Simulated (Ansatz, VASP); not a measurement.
## One calculation of CdS, two programs

```xyz
2
Lattice="0.0000 2.6772 2.7936 2.6772 0.0000 2.7936 2.6772 2.6772 0.0000" Properties=species:S:1:pos:R:3 pbc="T T T"
Cd    0.0000    0.0000    0.0000
S     4.0158    4.0158    4.1904
```

Change from the starting cell: strain -0.080 along x and y, -0.040 along z, atoms carried along.

Alike in both runs: task single point; functional r2SCAN; k mesh 8 × 8 × 8; occupations gaussian, width 0.05 eV; no spin polarisation.

|  | VASP | Ansatz |
| --- | --- | --- |
| version | VASP 6.6.1 | Ansatz 0.2.0 |
| potentials or method | VASP PAW PBE potentials, release 64 (Cd, S), cutoff 520 eV | scalar-relativistic, plane waves, PAW |
| valence electrons in the cell | 18 | 26 |

```csv
,VASP,Ansatz,Ansatz less VASP
gap on the k mesh at the Fermi level (eV),1.99,1.97,-0.020
least direct gap on the mesh (eV),1.99,1.97,-0.020
pressure (GPa),25.1,24.3,-0.87
"traceless stress, the component that is largest in VASP (GPa)",0.28,0.25,-0.021
```

VASP's potentials were made for PBE, not for r2SCAN. VASP's potentials hold 18 valence electrons a cell and Ansatz's 26, so a difference there can come from the potentials and not from the codes.
